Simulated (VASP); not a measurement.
# BaS (Fm-3m) in VASP: further runs

The runs below take BaS through single point, with PBE, LDA.

Everything below comes from runs of VASP 6.6.1. Logs are shortened: lines on timing, memory, paths and dates and some standing lists are left out, and cuts for length are marked.

**1. The cell of the first run**

It takes space group Fm-3m (No. 225, cubic). Conventional cell: a = 6.636 Å, b = 6.636 Å, c = 6.636 Å, α = 90.00°, β = 90.00°, γ = 90.00°. Ba (site symmetry m-3m) has 6 S at 3.32 Å within 4.4 Å. Within 4.4 Å of S (site symmetry m-3m) lie 6 Ba at 3.32 Å.

**2. Single point, PBE (volume scaled by 1.100)**

INCAR reads:

```
  PREC = Accurate
  ENCUT = 520
  EDIFF = 1E-6
  ISMEAR = 0
  SIGMA = 0.05
  LREAL = F
  LASPH = T
  NELM = 60
  ALGO = Normal
  ISIF = 2
  LWAVE = F
  LCHARG = F
  GGA = PE
  NBANDS = 15
```

KPOINTS reads:

```
Automatic mesh
0
Gamma
  10 10 10
```

POSCAR reads:

```
BaS
1.0
    0.0000000000      3.3179591894      3.3179591894
    3.3179591894      0.0000000000      3.3179591894
    3.3179591894      3.3179591894      0.0000000000
Ba S
1 1
Direct
    0.5000000000      0.5000000000      0.5000000000
    0.0000000000      0.0000000000      0.0000000000
```

Potentials or basis: VASP PAW PBE potentials, release 64 (Ba_sv, S).

On the command line:

```
$ cat potpaw_PBE.64/Ba_sv/POTCAR potpaw_PBE.64/S/POTCAR > POTCAR
$ mpirun -np 1 vasp_std > vasp.out
```

OUTCAR:

```text
PREC = Accurate
   ENCUT = 520
   EDIFF = 1E-6
   ISMEAR = 0
   LREAL = F
   LASPH = T
   NELM = 60
   ISIF = 2
   GGA = PE

 ion  position               nearest neighbor table
   1  0.500  0.500  0.500-   2 3.32   2 3.32   2 3.32   2 3.32   2 3.32   2 3.32
   2  0.000  0.000  0.000-   1 3.32   1 3.32   1 3.32   1 3.32   1 3.32   1 3.32

  LATTYP: Found a face centered cubic cell.
 ALAT       =     6.6359183788

  Lattice vectors:

 A1 = (   0.0000000000,   3.3179591894,   3.3179591894)
 A2 = (   3.3179591894,   0.0000000000,   3.3179591894)
 A3 = (   3.3179591894,   3.3179591894,   0.0000000000)

Analysis of symmetry for initial positions (statically):
=====================================================================
 Subroutine PRICEL returns:
 Original cell was already a primitive cell.

 Routine SETGRP: Setting up the symmetry group for a
 face centered cubic supercell.

 Subroutine GETGRP returns: Found 48 space group operations
 (whereof 48 operations were pure point group operations)
 out of a pool of 48 trial point group operations.

The static configuration has the point symmetry O_h .

Analysis of symmetry for dynamics (positions and initial velocities):
=====================================================================
 Subroutine PRICEL returns:
 Original cell was already a primitive cell.

 Routine SETGRP: Setting up the symmetry group for a
 face centered cubic supercell.

 Subroutine GETGRP returns: Found 48 space group operations
 (whereof 48 operations were pure point group operations)
 out of a pool of 48 trial point group operations.

The dynamic configuration has the point symmetry O_h .

 Subroutine INISYM returns: Found 48 space group operations
 (whereof 48 operations are pure point group operations),
 and found     1 'primitive' translations

----------------------------------------------------------------------------------------

                                     Primitive cell

  volume of cell :      73.0539

  direct lattice vectors                    reciprocal lattice vectors
     0.000000000  3.317959189  3.317959189    -0.150695042  0.150695042  0.150695042
     3.317959189  0.000000000  3.317959189     0.150695042 -0.150695042  0.150695042
     3.317959189  3.317959189  0.000000000     0.150695042  0.150695042 -0.150695042

  length of vectors
     4.692302885  4.692302885  4.692302885     0.261011470  0.261011470  0.261011470

  position of ions in fractional coordinates (direct lattice)
     0.500000000  0.500000000  0.500000000
     0.000000000  0.000000000  0.000000000

  ion indices of the primitive-cell ions
   primitive index   ion index
                 1           1
                 2           2

----------------------------------------------------------------------------------------

 KPOINTS: Automatic mesh

Automatic generation of k-mesh.
 Grid dimensions read from file:
 generate k-points for:   10   10   10

 Generating k-lattice:

  Cartesian coordinates                     Fractional coordinates (reciprocal lattice)
    -0.015069504  0.015069504  0.015069504     0.100000000  0.000000000  0.000000000
     0.015069504 -0.015069504  0.015069504     0.000000000  0.100000000  0.000000000
     0.015069504  0.015069504 -0.015069504     0.000000000  0.000000000  0.100000000

  Length of vectors
     0.026101147  0.026101147  0.026101147

  Shift w.r.t. Gamma in fractional coordinates (k-lattice)
     0.000000000  0.000000000  0.000000000

 Subroutine IBZKPT returns following result:
 ===========================================

 Found     47 irreducible k-points:

 Following reciprocal coordinates:
            Coordinates               Weight
  0.000000  0.000000  0.000000      1.000000
  0.100000  0.000000  0.000000      8.000000
  0.200000  0.000000  0.000000      8.000000
  0.300000  0.000000  0.000000      8.000000
  0.400000  0.000000  0.000000      8.000000
  0.500000  0.000000  0.000000      4.000000
[... 16 lines left out ...]
  0.300000  0.300000  0.000000      6.000000
  0.400000  0.300000  0.000000     24.000000
 [... further k-points ...]
   k-points           NKPTS =     47   k-points in BZ     NKDIM =     47   number of bands    NBANDS=     15
   number of dos      NEDOS =    301   number of ions     NIONS =      2
   total plane-waves  NPLWV =  46656
   dimension x,y,z NGX =    36 NGY =   36 NGZ =   36
   dimension x,y,z NGXF=    72 NGYF=   72 NGZF=   72
   ions per type =               1   1
   NGX,Y,Z   is equivalent  to a cutoff of  12.75, 12.75, 12.75 a.u.
   NGXF,Y,Z  is equivalent  to a cutoff of  25.51, 25.51, 25.51 a.u.
 SYSTEM =  unknown system
   PREC   = accura    normal or accurate (medium, high low for compatibility)
   ISTART =      0    job   : 0-new  1-cont  2-samecut
   ICHARG =      2    charge: 1-file 2-atom 10-const
   ISPIN  =      1    spin polarized calculation?
   LNONCOLLINEAR =      F non collinear calculations
   LSORBIT =      F    spin-orbit coupling
   LASPH  =      T    aspherical Exc in radial PAW
   ENCUT  =  520.0 eV  38.22 Ry    6.18 a.u.   8.72  8.72  8.72*2*pi/ulx,y,z
   NELM   =     60;   NELMIN=  2; NELMDL= -5     # of ELM steps
   EDIFF  = 0.1E-05   stopping-criterion for ELM
   LREAL  =      F    real-space projection
[... 7 lines left out ...]
   TEBEG  =    0.0;   TEEND  =   0.0 temperature during run
   PSTRESS=    0.0 pullay stress
   NELECT =      16.0000    total number of electrons
   NUPDOWN=      -1.0000    fix difference up-down
   EMIN   =  10.00;   EMAX   =-10.00  energy-range for DOS
   EFERMI =   0.00;   METHOD = LEGACY
   ISMEAR =     0;   SIGMA  =   0.05  broadening in eV -4-tet -1-fermi 0-gaus
   EFERMI_NEDOS =   21; number of points for ismear=-14 and -15
   IALGO  =     38    algorithm
   IMIX   =      4    mixing-type and parameters
     AMIX     =   0.40;   BMIX     =  1.00
     AMIX_MAG =   1.60;   BMIX_MAG =  1.00
  volume/ion in A,a.u.               =      36.53       246.50
  Fermi-wavevector in a.u.,A,eV,Ry     =   0.986811  1.864802 13.249286  0.973795
  Thomas-Fermi vector in A             =   2.118219
   LORBIT       =      0    0 simple, 1 ext, 2 COOP (PROOUT), +10 PAW based schemes
   GGA     = PE    functional components
   LHFCALC =     F    Hartree Fock is set to
   AEXX    =    0.0000 exact exchange contribution
   IVDW    =     0    specifies the selected vdW correction
   LEPSILON=     F    determine dielectric tensor
   LRPA    =     F    only Hartree local field effects (RPA)
 non-spin polarized calculation
 Gauss-broadening in eV      SIGMA  =   0.05
  energy-cutoff  :      520.00
  volume of cell :       73.05
 maximum number of plane-waves:      1989
   NGX = 17   NGY = 17   NGZ = 17

 number of electron      15.9999999 magnetization

 Free energy of the ion-electron system (eV)
  ---------------------------------------------------
  ext. energy  EPLUGINS =         0.00000000
  ---------------------------------------------------
  free energy    TOTEN  =       -10.13991621 eV

  energy without entropy =      -10.13991621  energy(sigma->0) =      -10.13991621

 E-fermi :   1.2044     XC(G=0):  -8.1607

 val. band max:        0.9025501427   @ k =   0.0000   0.0000   0.0000
 cond. band min:       3.1657953867   @ k =   0.5000   0.5000   0.0000
 fundamental gap:      2.2632452440
 Fermi energy:         1.2044200218

 k-point     1 :       0.0000    0.0000    0.0000
  band No.  band energies     occupation
      1     -25.5592      2.00000
      2     -10.6210      2.00000
      3     -10.6210      2.00000
      4     -10.6210      2.00000
      5      -9.2921      2.00000
      6       0.9026      2.00000
      7       0.9026      2.00000
      8       0.9026      2.00000
      9       3.9733      0.00000
     10       4.7256      0.00000
     11       4.7256      0.00000
     12       4.7256      0.00000
     13       5.5369      0.00000
     14       5.5369      0.00000
     15       9.4189      0.00000

 k-point     2 :       0.1000    0.0000    0.0000
  band No.  band energies     occupation
      1     -25.5569      2.00000
      2     -10.7178      2.00000
      3     -10.6237      2.00000
      4     -10.6237      2.00000
      5      -9.1871      2.00000
      6       0.6538      2.00000
      7       0.7919      2.00000
      8       0.7919      2.00000
      9       4.3046      0.00000
     10       4.7566      0.00000
     11       4.8568      0.00000
     12       4.8568      0.00000
     13       5.7820      0.00000
     14       5.7820      0.00000
     15       9.7739      0.00000

 k-point     3 :       0.2000    0.0000    0.0000
  band No.  band energies     occupation
      1     -25.5507      2.00000
      2     -10.9240      2.00000
      3     -10.6307      2.00000
      4     -10.6307      2.00000
      5      -8.9590      2.00000
      6       0.1433      2.00000
      7       0.5370      2.00000
      8       0.5370      2.00000
      9       4.7402      0.00000
     10       5.2234      0.00000
     11       5.2303      0.00000
     12       5.2303      0.00000
     13       6.4375      0.00000
     14       6.4375      0.00000
     15      10.6256      0.00000
[... 343 lines left out ...]
 k-point    23 :       0.3000    0.3000    0.0000
  band No.  band energies     occupation
      1     -25.5381      2.00000
      2     -10.9742      2.00000
      3     -10.7021      2.00000
      4     -10.7021      2.00000
      5      -8.9660      2.00000
      6      -0.2141      2.00000
      7       0.7168      2.00000
      8       0.7168      2.00000
      9       3.5728      0.00000
     10       5.3943      0.00000
     11       6.1277      0.00000
     12       6.8293      0.00000
     13       6.8293      0.00000
     14       8.7951      0.00000
     15      10.4181      0.00000

 k-point    24 :       0.4000    0.3000    0.0000
  band No.  band energies     occupation
      1     -25.5333      2.00000
      2     -11.0017      2.00000
      3     -10.7288      2.00000
      4     -10.7144      2.00000
      5      -8.9776      2.00000
      6      -0.1128      2.00000
      7       0.5749      2.00000
      8       0.6346      2.00000
      9       3.5790      0.00000
     10       5.8845      0.00000
     11       6.4786      0.00000
     12       7.1912      0.00000
     13       7.2563      0.00000
     14       8.8721      0.00000
     15       9.3457      0.00000

 [... further k-points ...]
[... 5 lines left out ...]
  --------------------------------------------------------------------------------------
  -------------------------------------------------------------------------------------
  Total       -1.2914835     -1.2914835     -1.2914835      0.0000000      0.0000000      0.0000000
  in kB      -28.3241130    -28.3241130    -28.3241130      0.0000000      0.0000000      0.0000000
  external PRESSURE =     -28.3241130 kB  Pullay stress =       0.0000000 kB

 VOLUME and BASIS-vectors are now :
 -----------------------------------------------------------------------------
  energy-cutoff  :      520.00
  volume of cell :       73.05
      direct lattice vectors                 reciprocal lattice vectors
     0.000000000  3.317959189  3.317959189    -0.150695042  0.150695042  0.150695042
     3.317959189  0.000000000  3.317959189     0.150695042 -0.150695042  0.150695042
     3.317959189  3.317959189  0.000000000     0.150695042  0.150695042 -0.150695042

 POSITION                                       TOTAL-FORCE (eV/Angst)
 -----------------------------------------------------------------------------------
      3.31796      3.31796      3.31796        -0.000000     -0.000000     -0.000000
      0.00000      0.00000      0.00000         0.000000      0.000000      0.000000
 -----------------------------------------------------------------------------------
    total drift:                                0.000000      0.000000      0.000000

  FREE ENERGIE OF THE ION-ELECTRON SYSTEM (eV)
  ---------------------------------------------------
  free  energy   TOTEN  =       -10.1399162129 eV

  energy  without entropy=      -10.1399162129  energy(sigma->0) =      -10.13991621
```

Wall time 34 s (1 thread of Intel Xeon Platinum 8488C (Sapphire Rapids), shared host); peak memory 0.23 GiB.

Results:

* Free energy: -10.1399 eV
* Pressure: -2.8 GPa
* Band gap on the k mesh: 2.26 eV, indirect (least direct gap 2.44 eV)

Caveat: spin-orbit coupling is left out, which moves the levels of the heavy elements. A k mesh can miss the band edges.

[end of part 1 of 2]
